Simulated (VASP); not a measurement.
# SiO2 (Stishovite) (P4_2/mnm) in VASP: a series of runs, part 2 of 2

VASP 6.6.1. Earlier steps stand in the parts before.

## (3) Single point, PBE+D3(BJ)

Input file INCAR:

```
PREC = Accurate ; ENCUT = 600
EDIFF = 1E-6 ; ISMEAR = 0
SIGMA = 0.01 ; LREAL = False
LASPH = True ; NELM = 120
ALGO = Normal ; ISIF = 2
LWAVE = False ; LCHARG = False
GGA = PE ; IVDW = 12
NBANDS = 25 ; GGA_COMPAT = False
```

Input file KPOINTS:

```
Automatic mesh
0
Gamma
  3 3 4
```

Input file POSCAR:

```
SiO2
1.0
    4.1773000000      0.0000000000      0.0000000000
    0.0000000000      4.1773000000      0.0000000000
    0.0000000000      0.0000000000      2.6652000000
Si O
2 4
Direct
    0.0000000000      0.0000000000      0.0000000000
    0.5000000000      0.5000000000      0.5000000000
    0.3059000000      0.3059000000      0.0000000000
    0.1941000000      0.8059000000      0.5000000000
    0.6941000000      0.6941000000      0.0000000000
    0.8059000000      0.1941000000      0.5000000000
```

Potentials or basis: VASP PAW PBE potentials, release 64 (Si, O).

Started as:

```
$ cat potpaw_PBE.64/Si/POTCAR potpaw_PBE.64/O/POTCAR > POTCAR
$ mpirun -np 1 vasp_std > vasp.out
```

Run time: 15 s. Hardware: 1 thread of Intel Xeon Platinum 8259CL at 2.50GHz (Skylake/Cascade Lake), shared host; peak memory 0.19 GiB.

It converged, with:

```
Free energy                : -47.6983 eV
Pressure                   : 5.9 GPa
Largest force              : 0.100 eV/Å
Band gap on the k mesh     : 5.62 eV, direct
Dispersion energy per atom : -0.241 eV
```

Forces in eV/Å, atoms in the order of the input:
```
Si   0.000  0.000  0.000
Si   0.000  0.000  0.000
O   -0.071 -0.071  0.000
O    0.071 -0.071  0.000
O    0.071  0.071  0.000
O   -0.071  0.071  0.000
```

Stress tensor (GPa, compression positive):
```
4.98 0.00 0.00
0.00 4.98 0.00
0.00 0.00 7.68
```

Levels at points of the mesh, in eV from the valence-band top:
```tsv
k point	band 14	band 15	band 16	band 17	band 18	band 19
(0.00, 0.00, 0.00)	-0.88	-0.88	0.00	5.62	6.72	8.52
(0.00, 0.00, 0.50)	-3.08	-2.69	-2.69	9.11	9.11	12.66
```

Caveat: the k points lie up to 0.59 Å⁻¹ apart; three body term missing. PBE gaps usually lie below the measured ones, often by a third to a half.

## (4) Single point, PBE+D3(BJ)

Input file INCAR:

```
PREC     = Accurate       # precision mode
ENCUT    = 600            # plane-wave cutoff, eV
EDIFF    = 1E-6           # SCF threshold, eV
ISMEAR   = 0              # smearing method
SIGMA    = 0.01           # smearing width, eV
LREAL    = F              # projectors in reciprocal space
LASPH    = T              # aspherical terms in the spheres
NELM     = 120            # most SCF steps
ALGO     = Normal         # electronic algorithm
ISIF     = 2              # what is computed and relaxed
LWAVE    = F              # write WAVECAR
LCHARG   = T              # write CHGCAR
GGA      = PE             # functional
IVDW     = 12             # dispersion correction
LELF     = T              # ELF
LVHAR    = T            
NBANDS   = 25             # bands
GGA_COMPAT= F
```

Input file KPOINTS:

```
Automatic mesh
0
Gamma
  3 3 5
```

POSCAR is that of step 3.

Started as:

```
$ cat potpaw_PBE.64/Si/POTCAR potpaw_PBE.64/O/POTCAR > POTCAR
$ mpirun -np 1 vasp_std > vasp.out
```

It took 15 s on 1 thread of Intel Xeon Platinum 8259CL at 2.50GHz (Skylake/Cascade Lake), shared host; peak memory 0.19 GiB.

The run converged. Its results:

| Quantity | Value |
| --- | --- |
| Free energy | -47.7104 eV |
| Pressure | 5.9 GPa |
| Largest force | 0.100 eV/Å |
| Band gap on the k mesh | 5.63 eV, direct |
| Dispersion energy per atom | -0.241 eV |

Forces on the atoms (eV/Å):
```
Si   0.000  0.000  0.000
Si   0.000  0.000  0.000
O   -0.071 -0.071  0.000
O    0.071 -0.071  0.000
O    0.071  0.071  0.000
O   -0.071  0.071  0.000
```

Stress tensor (GPa, compression positive):
```
5.13 0.00 0.00
0.00 5.13 0.00
0.00 0.00 7.36
```

Levels at points of the mesh, in eV from the valence-band top:
| k point | band 12 | band 13 | band 14 | band 15 | band 16 | band 17 | band 18 | band 19 | band 20 | band 21 |
| --- | --- | --- | --- | --- | --- | --- | --- | --- | --- | --- |
| (0.00, 0.00, 0.00) | -3.14 | -2.51 | -0.88 | -0.88 | 0.00 | 5.63 | 6.72 | 8.52 | 8.52 | 11.14 |

Caveat: the k points lie up to 0.50 Å⁻¹ apart; three body term missing.

## (5) Single point, PBE+D3(BJ)

Input file INCAR:

```
ALGO = Normal
EDIFF = 1E-6
ENCUT = 600
GGA = PE
GGA_COMPAT = False
ISIF = 2
ISMEAR = 0
IVDW = 12
LASPH = True
LCHARG = False
LREAL = False
LWAVE = False
NBANDS = 25
NELM = 120
PREC = Accurate
SIGMA = 0.01
```

Input file KPOINTS:

```
k-points
0
Gamma
  4 4 6
```

POSCAR is that of step 4.

Started as:

```
$ cat potpaw_PBE.64/Si/POTCAR potpaw_PBE.64/O/POTCAR > POTCAR
$ mpirun -np 1 vasp_std > vasp.out
```

Run time: 29 s. Hardware: 1 thread of Intel Xeon Platinum 8259CL at 2.50GHz (Skylake/Cascade Lake), shared host; peak memory 0.2 GiB.

It converged, with:

```
Free energy                : -47.7131 eV
Pressure                   : 5.9 GPa
Largest force              : 0.100 eV/Å
Band gap on the k mesh     : 5.63 eV, direct
Dispersion energy per atom : -0.241 eV
```

Forces on the atoms (eV/Å):
```
Si   0.000  0.000  0.000
Si   0.000  0.000  0.000
O   -0.071 -0.071  0.000
O    0.071 -0.071  0.000
O    0.071  0.071  0.000
O   -0.071  0.071  0.000
```

Stress tensor (GPa, compression positive):
```
5.16 0.00 0.00
0.00 5.16 0.00
0.00 0.00 7.31
```

Levels at points of the mesh, in eV from the valence-band top:
```
           k point  band 14  band 15  band 16  band 17  band 18  band 19
(0.00, 0.00, 0.00)    -0.88    -0.88     0.00     5.63     6.72     8.52
(0.50, 0.00, 0.00)    -2.69    -1.07    -1.07     7.76     7.76     9.10
(0.50, 0.50, 0.00)    -2.68    -2.29    -2.29     7.45     7.45    10.09
(0.00, 0.00, 0.50)    -3.08    -2.69    -2.69     9.11     9.11    12.66
(0.50, 0.00, 0.50)    -2.29    -1.76    -1.76     8.80     8.80     9.87
(0.50, 0.50, 0.50)    -1.77    -1.56    -1.56     7.19     7.19    11.04
```

Caveat: three body term missing.

## (6) Single point, PBE+D3(BJ)

Input file INCAR:

```
SYSTEM = SiO2
  PREC = Accurate
  ENCUT = 600
  EDIFF = 1E-6
  ISMEAR = 0
  SIGMA = 0.01
  LREAL = .FALSE.
  LASPH = .TRUE.
  NELM = 120
  ALGO = Normal
  ISIF = 2
  LWAVE = .FALSE.
  LCHARG = .FALSE.
  GGA = PE
  IVDW = 12
  NBANDS = 25
  GGA_COMPAT = .FALSE.
```

Input file KPOINTS:

```
regular mesh
0
G
  5 5 7
  0 0 0
```

POSCAR is that of step 5.

Potentials or basis: VASP PAW PBE potentials, release 64 (Si, O).

Started as:

```
$ cat potpaw_PBE.64/Si/POTCAR potpaw_PBE.64/O/POTCAR > POTCAR
$ mpirun -np 1 vasp_std > vasp.out
```

OUTCAR:

```text
SYSTEM = SiO2
   PREC = Accurate
   ENCUT = 600
   EDIFF = 1E-6
   ISMEAR = 0
   LREAL = .FALSE.
   LASPH = .TRUE.
   NELM = 120
   ISIF = 2
   GGA = PE
   IVDW = 12
 IVDW          = 12

 ion  position               nearest neighbor table
   1  0.000  0.000  0.000-   4 1.76   6 1.76   4 1.76   6 1.76   5 1.81   3 1.81
   2  0.500  0.500  0.500-   3 1.76   5 1.76   3 1.76   5 1.76   4 1.81   6 1.81
   3  0.306  0.306  0.000-   2 1.76   2 1.76   1 1.81
   4  0.194  0.806  0.500-   1 1.76   1 1.76   2 1.81
   5  0.694  0.694  0.000-   2 1.76   2 1.76   1 1.81
   6  0.806  0.194  0.500-   1 1.76   1 1.76   2 1.81
[... 883 lines left out ...]
  -------------------------------------------------------------------------------------
  Total       1.50018     1.50018     2.12034    -0.00000     0.00000     0.00000
  in kB      51.68136    51.68136    73.04591    -0.00000     0.00000     0.00000
  external pressure =       58.80 kB  Pullay stress =        0.00 kB

 VOLUME and BASIS-vectors are now :
 -----------------------------------------------------------------------------
  energy-cutoff  :      600.00
  volume of cell :       46.51
      direct lattice vectors                 reciprocal lattice vectors
     4.177300000  0.000000000  0.000000000     0.239389079  0.000000000  0.000000000
     0.000000000  4.177300000  0.000000000     0.000000000  0.239389079  0.000000000
     0.000000000  0.000000000  2.665200000     0.000000000  0.000000000  0.375206363

 POSITION                                       TOTAL-FORCE (eV/Angst)
 -----------------------------------------------------------------------------------
      0.00000      0.00000      0.00000         0.000000     -0.000000      0.000000
      2.08865      2.08865      1.33260         0.000000     -0.000000      0.000000
      1.27784      1.27784      0.00000        -0.070947     -0.070947     -0.000000
      0.81081      3.36649      1.33260         0.070947     -0.070947     -0.000000
      2.89946      2.89946      0.00000         0.070947      0.070947      0.000000
      3.36649      0.81081      1.33260        -0.070947      0.070947      0.000000
 -----------------------------------------------------------------------------------
    total drift:                                0.000000      0.000000     -0.000000

  FREE ENERGIE OF THE ION-ELECTRON SYSTEM (eV)
  ---------------------------------------------------
  free  energy   TOTEN  =       -47.7134855243 eV

  energy  without entropy=      -47.7134855243  energy(sigma->0) =      -47.71348552
```

OSZICAR:

```text
N       E                     dE             d eps       ncg     rms          rms(c)
DAV:   1     0.155682811780E+03    0.15568E+03   -0.19462E+04  1200   0.139E+03
DAV:   2    -0.433060515538E+02   -0.19899E+03   -0.19199E+03  1554   0.302E+02
DAV:   3    -0.508594438199E+02   -0.75534E+01   -0.75253E+01  1590   0.553E+01
DAV:   4    -0.509082247548E+02   -0.48781E-01   -0.48765E-01  1399   0.513E+00
DAV:   5    -0.509086047671E+02   -0.38001E-03   -0.37991E-03  1615   0.434E-01    0.176E+01
DAV:   6    -0.462124759688E+02    0.46961E+01   -0.13140E+01  1515   0.245E+01    0.811E+00
DAV:   7    -0.462494145260E+02   -0.36939E-01   -0.77192E-01  1517   0.514E+00    0.295E+00
DAV:   8    -0.462626565977E+02   -0.13242E-01   -0.26083E-02  1506   0.141E+00    0.109E+00
DAV:   9    -0.462690543920E+02   -0.63978E-02   -0.95723E-03  1550   0.827E-01    0.264E-01
DAV:  10    -0.462692613942E+02   -0.20700E-03   -0.44368E-04  1495   0.152E-01    0.422E-02
DAV:  11    -0.462692433171E+02    0.18077E-04   -0.76955E-05  1566   0.636E-02    0.773E-03
DAV:  12    -0.462692442081E+02   -0.89103E-06   -0.49856E-06  1437   0.160E-02
   1 F= -.47713486E+02 E0= -.47713486E+02  d E =-.856186E-18
```

stdout:

```text
POSCAR found type information on POSCAR SiO
 POSCAR found :  2 types and       6 ions
 scaLAPACK will be used
 LDA part: xc-table for (Slater+PW92), standard interpolation
 POSCAR, INCAR and KPOINTS ok, starting setup
 FFT: planning ... GRIDC
 FFT: planning ... GRID_SOFT
 FFT: planning ... GRID
 WAVECAR not read
 entering main loop
```

Run time: 31 s. Hardware: 1 thread of Intel Xeon Platinum 8259CL at 2.50GHz (Skylake/Cascade Lake), shared host; peak memory 0.2 GiB.

What came out:

```yaml
Free_energy: -47.7135 eV
Pressure: 5.9 GPa
Largest_force: 0.100 eV/Å
Band_gap_on_the_k_mesh: 5.63 eV, direct
Dispersion_energy_per_atom: -0.241 eV
```

Forces on the atoms (eV/Å):
```
Si   0.000  0.000  0.000
Si   0.000  0.000  0.000
O   -0.071 -0.071  0.000
O    0.071 -0.071  0.000
O    0.071  0.071  0.000
O   -0.071  0.071  0.000
```

Caveat: three body term missing.

## (7) Summary

| k mesh | gap on the mesh (eV) | pressure (GPa) | largest force (eV/Å) |
| --- | --- | --- | --- |
| 2 × 2 × 3 | 5.62 | 5.9 | 0.08 |
| 3 × 3 × 4 | 5.62 | 5.9 | 0.10 |
| 3 × 3 × 5 | 5.63 | 5.9 | 0.10 |
| 4 × 4 × 6 | 5.63 | 5.9 | 0.10 |
| 5 × 5 × 7 | 5.63 | 5.9 | 0.10 |

Alike in all rows: task single point; level PBE+D3(BJ); potentials or basis VASP PAW PBE potentials, release 64 (Si, O); no spin polarisation; cell as given; cutoff (eV) 600; smearing gaussian 0.01 eV.

Caveats: some runs use coarse meshes; three body term missing.

Total energies depend on the potentials used, so only differences within one code and one set of settings carry meaning.
